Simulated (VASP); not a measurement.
Here is a VASP 6.6.1 calculation.

The input INCAR:

```
PREC = Accurate
ENCUT = 520
EDIFF = 1E-6
ISMEAR = 0
SIGMA = 0.1
LREAL = F
LASPH = T
NELM = 60
ALGO = Normal
ISIF = 2
LWAVE = F
LCHARG = F
GGA = PE
NBANDS = 37
```

KPOINTS

```
Automatic mesh
0
Gamma
  4 4 4
```

POSCAR

```
K4SBr2
1.0
   -3.0457015600      3.0457015600      9.1328449400
    3.0457015600     -3.0457015600      9.1328449400
    3.0457015600      3.0457015600     -9.1328449400
K S Br
4 1 2
Direct
    0.8315713100      0.8315713100      0.0000000000
    0.0000000000      0.5000000000      0.5000000000
    0.5000000000      0.0000000000      0.5000000000
    0.1684286900      0.1684286900      0.0000000000
    0.0000000000      0.0000000000      0.0000000000
    0.3393449400      0.3393449400      0.0000000000
    0.6606550600      0.6606550600      0.0000000000
```

Potentials or basis: VASP PAW PBE potentials, release 64 (K_sv, S, Br).

Run with:

```console
$ cat potpaw_PBE.64/K_sv/POTCAR potpaw_PBE.64/S/POTCAR potpaw_PBE.64/Br/POTCAR > POTCAR
$ mpirun -np 1 vasp_std > vasp.out
```

(1) Predict the band gap on the k mesh.

(2) Predict the largest force.

(3) Estimate the pressure.

Results:

(1) 1.79 eV.

(2) 0.329 eV/Å.

(3) -0.6 GPa.
